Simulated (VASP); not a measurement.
# Hf (P6_3/mmc) in VASP: further runs

Runs on Hf. Level: LDA. Tasks: single point, relaxation of cell and atoms.

Everything below comes from runs of VASP 6.6.1. Logs are shortened: lines on timing, memory, paths and dates and some standing lists are left out, and cuts for length are marked.

## 1. The cell of the first run

It takes space group P6_3/mmc (No. 194, hexagonal). The conventional cell has a = 3.117 Å, b = 3.117 Å, c = 4.950 Å, α = 90.00°, β = 90.00°, γ = 120.00°. Hf (site symmetry -6m2) has 12 Hf at 3.06 to 3.12 Å within 4.0 Å.

## 2. Single point, LDA

INCAR

```
SYSTEM = Hf
PREC = Accurate
ENCUT = 520
EDIFF = 1E-6
ISMEAR = -1
SIGMA = 0.1
LREAL = .False.
LASPH = .True.
NELM = 60
ALGO = Normal
ISIF = 2
LWAVE = .False.
LCHARG = .False.
GGA = CA
NBANDS = 17
```

KPOINTS

```
Automatic mesh
0
Gamma
  15 15 8
  0 0 0
```

POSCAR

```
Hf
1.0
    1.5586855436     -2.6997225545      0.0000000000
    1.5586855436      2.6997225545      0.0000000000
    0.0000000000      0.0000000000      4.9495808325
Hf
2
Direct
    0.6666666670      0.3333333330      0.2500000000
    0.3333333330      0.6666666670      0.7500000000
```

Potentials or basis: VASP PAW LDA potentials, release 64 (Hf_pv).

Run with:

```
> cat potpaw_LDA.64/Hf_pv/POTCAR > POTCAR
> mpirun -np 1 vasp_std > vasp.out
```

OUTCAR:

```text
SYSTEM = Hf
   PREC = Accurate
   ENCUT = 520
   EDIFF = 1E-6
   ISMEAR = -1
   LREAL = .False.
   LASPH = .True.
   NELM = 60
   ISIF = 2
   GGA = CA

 ion  position               nearest neighbor table
   1  0.667  0.333  0.250-   2 3.06   2 3.06   2 3.06   2 3.06   2 3.06   2 3.06
   2  0.333  0.667  0.750-   1 3.06   1 3.06   1 3.06   1 3.06   1 3.06   1 3.06

  LATTYP: Found a hexagonal cell.
 ALAT       =     3.1173710872
 C/A-ratio  =     1.5877419448

  Lattice vectors:

 A1 = (   1.5586855436,  -2.6997225545,   0.0000000000)
 A2 = (   1.5586855436,   2.6997225545,   0.0000000000)
 A3 = (   0.0000000000,   0.0000000000,   4.9495808325)

Analysis of symmetry for initial positions (statically):
=====================================================================
 Subroutine PRICEL returns:
 Original cell was already a primitive cell.

 Routine SETGRP: Setting up the symmetry group for a
 hexagonal supercell.

 Subroutine GETGRP returns: Found 24 space group operations
 (whereof 12 operations were pure point group operations)
 out of a pool of 24 trial point group operations.

The static configuration has the point symmetry D_3d.
 The point group associated with its full space group is D_6h.

Analysis of symmetry for dynamics (positions and initial velocities):
=====================================================================
 Subroutine PRICEL returns:
 Original cell was already a primitive cell.

 Routine SETGRP: Setting up the symmetry group for a
 hexagonal supercell.

 Subroutine GETGRP returns: Found 24 space group operations
 (whereof 12 operations were pure point group operations)
 out of a pool of 24 trial point group operations.

The dynamic configuration has the point symmetry D_3d.
 The point group associated with its full space group is D_6h.

 Subroutine INISYM returns: Found 24 space group operations
 (whereof 12 operations are pure point group operations),
 and found     1 'primitive' translations

----------------------------------------------------------------------------------------

                                     Primitive cell

  volume of cell :      41.6559

  direct lattice vectors                    reciprocal lattice vectors
     1.558685544 -2.699722555  0.000000000     0.320783112 -0.185204216  0.000000000
     1.558685544  2.699722555  0.000000000     0.320783112  0.185204216  0.000000000
     0.000000000  0.000000000  4.949580832     0.000000000  0.000000000  0.202037311

  length of vectors
     3.117371087  3.117371087  4.949580832     0.370408433  0.370408433  0.202037311

  position of ions in fractional coordinates (direct lattice)
     0.666666667  0.333333333  0.250000000
     0.333333333  0.666666667  0.750000000

  ion indices of the primitive-cell ions
   primitive index   ion index
                 1           1
                 2           2

----------------------------------------------------------------------------------------

 KPOINTS: Automatic mesh

Automatic generation of k-mesh.
 Grid dimensions read from file:
 generate k-points for:   15   15    8

 Generating k-lattice:

  Cartesian coordinates                     Fractional coordinates (reciprocal lattice)
     0.021385541 -0.012346948  0.000000000     0.066666667  0.000000000  0.000000000
     0.021385541  0.012346948  0.000000000     0.000000000  0.066666667  0.000000000
     0.000000000  0.000000000  0.025254664     0.000000000  0.000000000  0.125000000

  Length of vectors
     0.024693896  0.024693896  0.025254664

  Shift w.r.t. Gamma in fractional coordinates (k-lattice)
     0.000000000  0.000000000  0.000000000

 Subroutine IBZKPT returns following result:
 ===========================================

 Found    135 irreducible k-points:

 Following reciprocal coordinates:
            Coordinates               Weight
  0.000000  0.000000  0.000000      1.000000
  0.066667  0.000000  0.000000      6.000000
  0.133333  0.000000  0.000000      6.000000
  0.200000  0.000000  0.000000      6.000000
  0.266667  0.000000  0.000000      6.000000
  0.333333  0.000000  0.000000      6.000000
[... 16 lines left out ...]
  0.333333  0.200000  0.000000     12.000000
  0.400000  0.200000  0.000000      6.000000
 [... further k-points ...]
   k-points           NKPTS =    135   k-points in BZ     NKDIM =    135   number of bands    NBANDS=     17
   number of dos      NEDOS =    301   number of ions     NIONS =      2
   total plane-waves  NPLWV =  23040
   dimension x,y,z NGX =    24 NGY =   24 NGZ =   40
   dimension x,y,z NGXF=    48 NGYF=   48 NGZF=   80
   ions per type =               2
   NGX,Y,Z   is equivalent  to a cutoff of  12.80, 12.80, 13.44 a.u.
   NGXF,Y,Z  is equivalent  to a cutoff of  25.60, 25.60, 26.87 a.u.
 SYSTEM =  Hf
   PREC   = accura    normal or accurate (medium, high low for compatibility)
   ISTART =      0    job   : 0-new  1-cont  2-samecut
   ICHARG =      2    charge: 1-file 2-atom 10-const
   ISPIN  =      1    spin polarized calculation?
   LNONCOLLINEAR =      F non collinear calculations
   LSORBIT =      F    spin-orbit coupling
   LASPH  =      T    aspherical Exc in radial PAW
   ENCUT  =  520.0 eV  38.22 Ry    6.18 a.u.   5.80  5.80  9.20*2*pi/ulx,y,z
   NELM   =     60;   NELMIN=  2; NELMDL= -5     # of ELM steps
   EDIFF  = 0.1E-05   stopping-criterion for ELM
   LREAL  =      F    real-space projection
   EDIFFG = 0.1E-04   stopping-criterion for IOM
   NSW    =      0    number of steps for IOM
   IBRION =     -1    ionic relax: 0-MD 1-quasi-New 2-CG
   NFREE  =      0    steps in history (QN), initial steepest desc. (CG)
   ISIF   =      2    stress and relaxation
   ISYM   =      2    0-nonsym 1-usesym 2-fastsym
   POTIM  = 0.5000    time-step for ionic-motion
   TEBEG  =    0.0;   TEEND  =   0.0 temperature during run
   PSTRESS=    0.0 pullay stress
   NELECT =      20.0000    total number of electrons
   NUPDOWN=      -1.0000    fix difference up-down
   EMIN   =  10.00;   EMAX   =-10.00  energy-range for DOS
   EFERMI =   0.00;   METHOD = LEGACY
   ISMEAR =    -1;   SIGMA  =   0.10  broadening in eV -4-tet -1-fermi 0-gaus
   EFERMI_NEDOS =   21; number of points for ismear=-14 and -15
   IALGO  =     38    algorithm
   IMIX   =      4    mixing-type and parameters
     AMIX     =   0.40;   BMIX     =  1.00
     AMIX_MAG =   1.60;   BMIX_MAG =  1.00
  volume/ion in A,a.u.               =      20.83       140.55
  Fermi-wavevector in a.u.,A,eV,Ry     =   1.281916  2.422469 22.358562  1.643308
  Thomas-Fermi vector in A             =   2.414258
   LORBIT       =      0    0 simple, 1 ext, 2 COOP (PROOUT), +10 PAW based schemes
   GGA     = CA    functional components
   LHFCALC =     F    Hartree Fock is set to
   AEXX    =    0.0000 exact exchange contribution
   IVDW    =     0    specifies the selected vdW correction
   LEPSILON=     F    determine dielectric tensor
   LRPA    =     F    only Hartree local field effects (RPA)
 non-spin polarized calculation
  energy-cutoff  :      520.00
  volume of cell :       41.66
 maximum number of plane-waves:      1140
 NGX is ok and might be reduce to    24
   NGX = 11   NGY = 11   NGZ = 19

 number of electron      19.9999997 magnetization

 Free energy of the ion-electron system (eV)
  ---------------------------------------------------
  ext. energy  EPLUGINS =         0.00000000
  ---------------------------------------------------
  free energy    TOTEN  =       -21.41694675 eV

  energy without entropy =      -21.36055961  energy(sigma->0) =      -21.38875318

 E-fermi :   5.2875     XC(G=0): -11.8000

 val. band max:        5.2839698681   @ k =   0.3333   0.3333   0.3750
 cond. band min:       5.2894552560   @ k =   0.3333   0.2000   0.5000
 fundamental gap:      0.0054853879
 Fermi energy:         5.2874939380

 k-point     1 :       0.0000    0.0000    0.0000
  band No.  band energies     occupation
      1     -25.5949      2.00000
      2     -24.6421      2.00000
      3     -24.6421      2.00000
      4     -24.4818      2.00000
      5     -24.4818      2.00000
      6     -24.4812      2.00000
[... 9 lines left out ...]
     16       8.0294      0.00000
     17      10.9521      0.00000

 k-point     2 :       0.0667    0.0000    0.0000
  band No.  band energies     occupation
      1     -25.5800      2.00000
      2     -24.6750      2.00000
      3     -24.6531      2.00000
      4     -24.5166      2.00000
      5     -24.4878      2.00000
      6     -24.4861      2.00000
[... 9 lines left out ...]
     16       7.8863      0.00000
     17      11.0756      0.00000

 k-point     3 :       0.1333    0.0000    0.0000
  band No.  band energies     occupation
      1     -25.5367      2.00000
      2     -24.7679      2.00000
      3     -24.6832      2.00000
      4     -24.6130      2.00000
      5     -24.5079      2.00000
      6     -24.4989      2.00000
[... 9 lines left out ...]
     16       7.8434      0.00000
     17      11.3460      0.00000

 k-point     4 :       0.2000    0.0000    0.0000
  band No.  band energies     occupation
      1     -25.4687      2.00000
      2     -24.9044      2.00000
      3     -24.7498      2.00000
      4     -24.7259      2.00000
      5     -24.5415      2.00000
      6     -24.5189      2.00000
[... 9 lines left out ...]
     16       8.4723      0.00000
     17      11.6445      0.00000
[... 343 lines left out ...]
      1     -25.2276      2.00000
      2     -25.1698      2.00000
      3     -25.1378      2.00000
      4     -24.8989      2.00000
      5     -24.7248      2.00000
      6     -24.7221      2.00000
[... 9 lines left out ...]
     16      11.6253      0.00000
     17      12.1132      0.00000

 k-point    23 :       0.3333    0.2000    0.0000
  band No.  band energies     occupation
      1     -25.2939      2.00000
      2     -25.1402      2.00000
      3     -25.0866      2.00000
      4     -24.9714      2.00000
      5     -24.7888      2.00000
      6     -24.7573      2.00000
[... 9 lines left out ...]
     16      11.6023      0.00000
     17      12.7399      0.00000

 k-point    24 :       0.4000    0.2000    0.0000
  band No.  band energies     occupation
      1     -25.3169      2.00000
      2     -25.1328      2.00000
      3     -25.0460      2.00000
      4     -25.0058      2.00000
      5     -24.8224      2.00000
      6     -24.7693      2.00000
[... 9 lines left out ...]
     16      11.5933      0.00000
     17      12.2793      0.00000

 [... further k-points ...]
[... 5 lines left out ...]
  --------------------------------------------------------------------------------------
  -------------------------------------------------------------------------------------
  Total        0.0300401      0.0300401      0.0171585      0.0000000      0.0000000      0.0000000
  in kB        1.1554093      1.1554093      0.6599552      0.0000000      0.0000000      0.0000000
  external PRESSURE =       0.9902579 kB  Pullay stress =       0.0000000 kB

 VOLUME and BASIS-vectors are now :
 -----------------------------------------------------------------------------
  energy-cutoff  :      520.00
  volume of cell :       41.66
      direct lattice vectors                 reciprocal lattice vectors
     1.558685544 -2.699722555  0.000000000     0.320783112 -0.185204216  0.000000000
     1.558685544  2.699722555  0.000000000     0.320783112  0.185204216  0.000000000
     0.000000000  0.000000000  4.949580832     0.000000000  0.000000000  0.202037311

 POSITION                                       TOTAL-FORCE (eV/Angst)
 -----------------------------------------------------------------------------------
      1.55869     -0.89991      1.23740        -0.000000      0.000000      0.000000
      1.55869      0.89991      3.71219         0.000000     -0.000000      0.000000
 -----------------------------------------------------------------------------------
    total drift:                                0.000000      0.000000     -0.000000

  FREE ENERGIE OF THE ION-ELECTRON SYSTEM (eV)
  ---------------------------------------------------
  free  energy   TOTEN  =       -21.4169467451 eV

  energy  without entropy=      -21.3605596132  energy(sigma->0) =      -21.38875318
```

Wall time 36 s (1 thread of Intel Xeon 6975P-C (Granite Rapids), shared host); peak memory 0.2 GiB.

What came out:

| Property | Result |
| --- | --- |
| Free energy | -21.4169 eV |
| Pressure | 0.1 GPa |
| Band gap on the k mesh | zero (bands 10 and 11 overlap by 1.55 eV) |

Caveat: spin-orbit coupling is left out, which moves the levels of the heavy elements.

## 3. Single point, LDA

INCAR

```
PREC = Accurate
ENCUT = 520
EDIFF = 1E-6
ISMEAR = -1
SIGMA = 0.1
LREAL = False
LASPH = True
NELM = 100
ALGO = Normal
ISIF = 2
LWAVE = False
LCHARG = False
NBANDS = 17
```

KPOINTS

```
Automatic mesh
0
Gamma
  16 16 9
```

POSCAR

```
Hf
1.0
    3.1173710871      0.0000000000      0.0000000000
   -1.5586855436      2.6997225545      0.0000000000
    0.0000000000      0.0000000000      4.9495808325
Hf
2
Direct
    0.3333333333      0.6666666667      0.2500000000
    0.6666666667      0.3333333333      0.7500000000
```

Potentials or basis: VASP PAW LDA potentials, release 64 (Hf_pv).

Run with:

```
> cat potpaw_LDA.64/Hf_pv/POTCAR > POTCAR
> mpirun -np 1 vasp_std > vasp.out
```

Run time: 43 s. Hardware: 1 thread of Intel Xeon 6975P-C (Granite Rapids), shared host; peak memory 0.2 GiB.

It converged, with:

```yaml
Free_energy: -21.4174 eV
Pressure: 0.1 GPa
Band_gap_on_the_k_mesh: zero (bands 10 and 11 overlap by 1.38 eV)
```

Levels at points of the mesh, in eV from the Fermi level:
```csv
k point,band 7,band 8,band 9,band 10,band 11,band 12,band 13,band 14
"(0.00, 0.00, 0.00)",-7.53,-3.92,1.07,1.15,1.15,1.41,2.03,2.03
"(0.50, 0.00, 0.00)",-3.43,-3.01,-2.45,-0.53,0.74,0.96,1.79,6.33
```

Caveat: spin-orbit coupling is left out, which moves the levels of the heavy elements.

(Continued in part 2 of 2.)
